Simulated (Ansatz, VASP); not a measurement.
# LaAl2N3 in VASP and in Ansatz

```
La Al N
1.0
     4.12438    0.00000    0.00000
     0.00000    4.12438    0.00000
     0.00000    0.00000    5.28096
La Al N
1 2 3
Direct
  0.50000 0.50000 0.44877
  0.50000 0.50000 0.91670
  0.00000 0.00000 0.31048
  0.50000 0.00000 0.80801
  0.00000 0.50000 0.80801
  0.00000 0.00000 0.06669
```

Alike in both runs: task single point; functional PBE; k mesh 4 × 4 × 4; occupations gaussian, width 0.1 eV; no spin polarisation.

|  | VASP | Ansatz |
| --- | --- | --- |
| version | VASP 6.6.1 | Ansatz 0.2.0 |
| potentials or method | VASP PAW PBE potentials, release 64 (La, Al, N), cutoff 520 eV | scalar-relativistic, plane waves, PAW |
| valence electrons in the cell | 32 | 32 |

```tsv
	VASP	Ansatz	Ansatz less VASP
gap on the k mesh at the Fermi level (eV)	none	none	-
rms of the force components (eV/Å)	12.652	13.113	+0.4611
```

Atom by atom the forces differ by 0.462 eV/Å (rms over components). A gap of «none» marks a metal or a gap that the smearing closes.

The k mesh is coarse, so the values compare programs but aren't converged. Spin-orbit coupling is off throughout.
